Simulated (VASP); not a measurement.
# BP (F-43m) in VASP: a series of runs, part 2 of 2

VASP 6.6.1.

## (3) Single point, PBE0

This run uses another cell than the first one, of 11.67 Å³/atom, 0.992 times its volume.

Input file POSCAR:

```
BP
1.0
    0.0000000000      2.2683156780      2.2683156780
    2.2683156780      0.0000000000      2.2683156780
    2.2683156780      2.2683156780      0.0000000000
B P
1 1
Direct
    0.0000000000      0.0000000000      0.0000000000
    0.2500000000      0.2500000000      0.2500000000
```

Input file INCAR.step1:

```
SYSTEM = BP
PREC     = Accurate       ! precision mode
ENCUT    = 520            ! plane-wave cutoff, eV
EDIFF    = 1E-5           ! SCF threshold, eV
ISMEAR   = 0              ! smearing method
SIGMA    = 0.01           ! smearing width, eV
LREAL    = .False.        ! projectors in reciprocal space
LASPH    = .True.         ! aspherical terms in the spheres
NELM     = 80             ! most SCF steps
ALGO     = Normal         ! electronic algorithm
ISIF     = 2              ! what is computed and relaxed
LWAVE    = .True.         ! write WAVECAR
LCHARG   = .False.        ! write CHGCAR
GGA      = PE             ! functional
NBANDS   = 11             ! bands
```

Input file INCAR.step2:

```
SYSTEM = BP
PREC     = Accurate       ! precision mode
ENCUT    = 520            ! plane-wave cutoff, eV
EDIFF    = 1E-6           ! SCF threshold, eV
ISMEAR   = 0              ! smearing method
SIGMA    = 0.01           ! smearing width, eV
LREAL    = .False.        ! projectors in reciprocal space
LASPH    = .True.         ! aspherical terms in the spheres
NELM     = 80             ! most SCF steps
ALGO     = Normal         ! electronic algorithm
ISIF     = 2              ! what is computed and relaxed
LWAVE    = .False.        ! write WAVECAR
LCHARG   = .False.        ! write CHGCAR
GGA      = PE             ! functional
LHFCALC  = .True.         ! exact exchange
AEXX     = 0.25           ! exact-exchange fraction
PRECFOCK = Normal       
ISTART   = 1            
NBANDS   = 11             ! bands
```

Input file KPOINTS:

```
Automatic mesh
0
Gamma
  6 6 6
  0 0 0
```

Potentials or basis: VASP PAW PBE potentials, release 64 (B, P).

Run with:

```
> cat potpaw_PBE.64/B/POTCAR potpaw_PBE.64/P/POTCAR > POTCAR
> cp INCAR.step1 INCAR
> mpirun -np 1 vasp_std > vasp.out
> cp INCAR.step2 INCAR
> mpirun -np 1 vasp_std > vasp.out
```

OUTCAR:

```text
SYSTEM = BP
   PREC = Accurate
   ENCUT = 520
   EDIFF = 1E-6
   ISMEAR = 0
   LREAL = .False.
   LASPH = .True.
   NELM = 80
   ISIF = 2
   GGA = PE
   LHFCALC = .True.
   AEXX = 0.25
   PRECFOCK = Normal
   ISTART = 1

 ion  position               nearest neighbor table
   1  0.000  0.000  0.000-   2 1.96   2 1.96   2 1.96   2 1.96
   2  0.250  0.250  0.250-   1 1.96   1 1.96   1 1.96   1 1.96

  LATTYP: Found a face centered cubic cell.
 ALAT       =     4.5366313560

  Lattice vectors:

 A1 = (   0.0000000000,   2.2683156780,   2.2683156780)
 A2 = (   2.2683156780,   0.0000000000,   2.2683156780)
 A3 = (   2.2683156780,   2.2683156780,   0.0000000000)

Analysis of symmetry for initial positions (statically):
=====================================================================
 Subroutine PRICEL returns:
 Original cell was already a primitive cell.

 Routine SETGRP: Setting up the symmetry group for a
 face centered cubic supercell.

 Subroutine GETGRP returns: Found 24 space group operations
 (whereof 24 operations were pure point group operations)
 out of a pool of 48 trial point group operations.

The static configuration has the point symmetry T_d .

Analysis of symmetry for dynamics (positions and initial velocities):
=====================================================================
 Subroutine PRICEL returns:
 Original cell was already a primitive cell.

 Routine SETGRP: Setting up the symmetry group for a
 face centered cubic supercell.

 Subroutine GETGRP returns: Found 24 space group operations
 (whereof 24 operations were pure point group operations)
 out of a pool of 48 trial point group operations.

The dynamic configuration has the point symmetry T_d .

 Subroutine INISYM returns: Found 24 space group operations
 (whereof 24 operations are pure point group operations),
 and found     1 'primitive' translations

----------------------------------------------------------------------------------------

                                     Primitive cell

  volume of cell :      23.3421

  direct lattice vectors                    reciprocal lattice vectors
     0.000000000  2.268315678  2.268315678    -0.220427873  0.220427873  0.220427873
     2.268315678  0.000000000  2.268315678     0.220427873 -0.220427873  0.220427873
     2.268315678  2.268315678  0.000000000     0.220427873  0.220427873 -0.220427873

  length of vectors
     3.207882796  3.207882796  3.207882796     0.381792275  0.381792275  0.381792275

  position of ions in fractional coordinates (direct lattice)
     0.000000000  0.000000000  0.000000000
     0.250000000  0.250000000  0.250000000

  ion indices of the primitive-cell ions
   primitive index   ion index
                 1           1
                 2           2

----------------------------------------------------------------------------------------

 KPOINTS: Automatic mesh

Automatic generation of k-mesh.
 Grid dimensions read from file:
 generate k-points for:    6    6    6

[... 37 lines left out ...]
   number of dos      NEDOS =    301   number of ions     NIONS =      2
   total plane-waves  NPLWV =  13824
   dimension x,y,z NGX =    24 NGY =   24 NGZ =   24
   dimension x,y,z NGXF=    48 NGYF=   48 NGZF=   48
   ions per type =               1   1
   NGX,Y,Z   is equivalent  to a cutoff of  12.44, 12.44, 12.44 a.u.
   NGXF,Y,Z  is equivalent  to a cutoff of  24.88, 24.88, 24.88 a.u.
 SYSTEM =  BP
   PREC   = accura    normal or accurate (medium, high low for compatibility)
   ISTART =      1    job   : 0-new  1-cont  2-samecut
   ICHARG =      0    charge: 1-file 2-atom 10-const
   ISPIN  =      1    spin polarized calculation?
   LNONCOLLINEAR =      F non collinear calculations
   LSORBIT =      F    spin-orbit coupling
   LASPH  =      T    aspherical Exc in radial PAW
   ENCUT  =  520.0 eV  38.22 Ry    6.18 a.u.   5.96  5.96  5.96*2*pi/ulx,y,z
   NELM   =     80;   NELMIN=  2; NELMDL=  0     # of ELM steps
   EDIFF  = 0.1E-05   stopping-criterion for ELM
   LREAL  =      F    real-space projection
   EDIFFG = 0.1E-04   stopping-criterion for IOM
   NSW    =      0    number of steps for IOM
   IBRION =     -1    ionic relax: 0-MD 1-quasi-New 2-CG
   NFREE  =      0    steps in history (QN), initial steepest desc. (CG)
   ISIF   =      2    stress and relaxation
   ISYM   =      3    0-nonsym 1-usesym 2-fastsym
   POTIM  = 0.5000    time-step for ionic-motion
   TEBEG  =    0.0;   TEEND  =   0.0 temperature during run
   PSTRESS=    0.0 pullay stress
   NELECT =       8.0000    total number of electrons
   NUPDOWN=      -1.0000    fix difference up-down
   EMIN   =  10.00;   EMAX   =-10.00  energy-range for DOS
   EFERMI =   0.00;   METHOD = LEGACY
   ISMEAR =     0;   SIGMA  =   0.01  broadening in eV -4-tet -1-fermi 0-gaus
   EFERMI_NEDOS =   21; number of points for ismear=-14 and -15
   IALGO  =     38    algorithm
   IMIX   =      1    mixing-type and parameters
     AMIX     =   0.40;   BMIX     =  1.00
     AMIX_MAG =   1.60;   BMIX_MAG =  1.00
  volume/ion in A,a.u.               =      11.67        78.76
  Fermi-wavevector in a.u.,A,eV,Ry     =   1.145666  2.164995 17.858333  1.312550
  Thomas-Fermi vector in A             =   2.282353
   LORBIT       =      0    0 simple, 1 ext, 2 COOP (PROOUT), +10 PAW based schemes
   GGA     = PE    functional components
   LHFCALC =     T    Hartree Fock is set to
   PRECFOCK=normal    Normal, Fast or Accurate (Low or Medium for compatibility)
   ENCUT4O =  -1.0   cutoff for four orbital integrals eV
   NKREDX  =     1    reduce k-point grid by
   NKREDY  =     1    reduce k-point grid by
   NKREDZ  =     1    reduce k-point grid by
   AEXX    =    0.2500 exact exchange contribution
   HFSCREEN=    0.0000 screening length (either q_TF or 0.3 A-1)
   HFSCREENC=   0.0000 screening length for correlation (either q_TF or 0.3 A-1)
   ENCUTFOCK=  -1.0 apply spherical cutoff to Coloumb kernel
   IVDW    =     0    specifies the selected vdW correction
   LEPSILON=     F    determine dielectric tensor
   LRPA    =     F    only Hartree local field effects (RPA)
 non-spin polarized calculation
 Gauss-broadening in eV      SIGMA  =   0.01
  energy-cutoff  :      520.00
  volume of cell :       23.34
 maximum number of plane-waves:       636
  NGX = 18; NGY = 18; NGZ = 18

 number of electron       8.0000000 magnetization

 Free energy of the ion-electron system (eV)
  ---------------------------------------------------
  ext. energy  EPLUGINS =         0.00000000
  ---------------------------------------------------
  free energy    TOTEN  =       -15.77356164 eV

  energy without entropy =      -15.77356164  energy(sigma->0) =      -15.77356164

 E-fermi :   6.7306     XC(G=0):  -8.6089

 val. band max:        6.6557300835   @ k =   0.0000   0.0000   0.0000
 cond. band min:       9.4412617968   @ k =   0.5000   0.5000   0.0000
 fundamental gap:      2.7855317132
 Fermi energy:         6.7305667785

 k-point     1 :       0.0000    0.0000    0.0000
  band No.  band energies     occupation
      1     -10.5208      2.00000
      2       6.6557      2.00000
      3       6.6557      2.00000
      4       6.6557      2.00000
      5      11.7079      0.00000
      6      11.7079      0.00000
      7      11.7079      0.00000
      8      16.1038      0.00000
      9      20.0103      0.00000
     10      20.8609      0.00000
     11      20.8609      0.00000
[... 197 lines left out ...]
 k-point    16 :      -0.3333    0.5000    0.1667
  band No.  band energies     occupation
      1      -4.8989      2.00000
      2      -2.6011      2.00000
      3       0.8132      2.00000
      4       0.9490      2.00000
      5      12.1340      0.00000
      6      12.7790      0.00000
      7      17.9417      0.00000
      8      18.5990      0.00000
      9      21.9905      0.00000
     10      25.3136      0.00000
     11      25.6022      0.00000

------------------------ aborting loop because EDIFF is reached ----------------------------------------

  FORCE on cell =-STRESS in cart. coord.  units (eV):
  Direction    XX          YY          ZZ          XY          YZ          ZX
  --------------------------------------------------------------------------------------
  -------------------------------------------------------------------------------------
  Total       -0.2975252     -0.2975252     -0.2975252      0.0000000     -0.0000000      0.0000000
  in kB      -20.4217936    -20.4217936    -20.4217936      0.0000000     -0.0000000      0.0000000
  external PRESSURE =     -20.4217936 kB  Pullay stress =       0.0000000 kB

 VOLUME and BASIS-vectors are now :
 -----------------------------------------------------------------------------
  energy-cutoff  :      520.00
  volume of cell :       23.34
      direct lattice vectors                 reciprocal lattice vectors
     0.000000000  2.268315678  2.268315678    -0.220427873  0.220427873  0.220427873
     2.268315678  0.000000000  2.268315678     0.220427873 -0.220427873  0.220427873
     2.268315678  2.268315678  0.000000000     0.220427873  0.220427873 -0.220427873

 POSITION                                       TOTAL-FORCE (eV/Angst)
 -----------------------------------------------------------------------------------
      0.00000      0.00000      0.00000         0.000000      0.000000      0.000000
      1.13416      1.13416      1.13416        -0.000000     -0.000000     -0.000000
 -----------------------------------------------------------------------------------
    total drift:                                0.000000      0.000000      0.000000

  FREE ENERGIE OF THE ION-ELECTRON SYSTEM (eV)
  ---------------------------------------------------
  free  energy   TOTEN  =       -15.7735616389 eV

  energy  without entropy=      -15.7735616389  energy(sigma->0) =      -15.77356164
```

Wall time 6 min (1 thread of Intel Xeon 6975P-C, shared host); peak memory 0.14 GiB.

Results:

```yaml
Free_energy: -15.7736 eV
Pressure: -2.0 GPa
Band_gap_on_the_k_mesh: 2.79 eV, indirect (least direct gap 5.05 eV)
```

Caveat: the PAW data sets were made with another functional, which shifts forces and pressure a little.
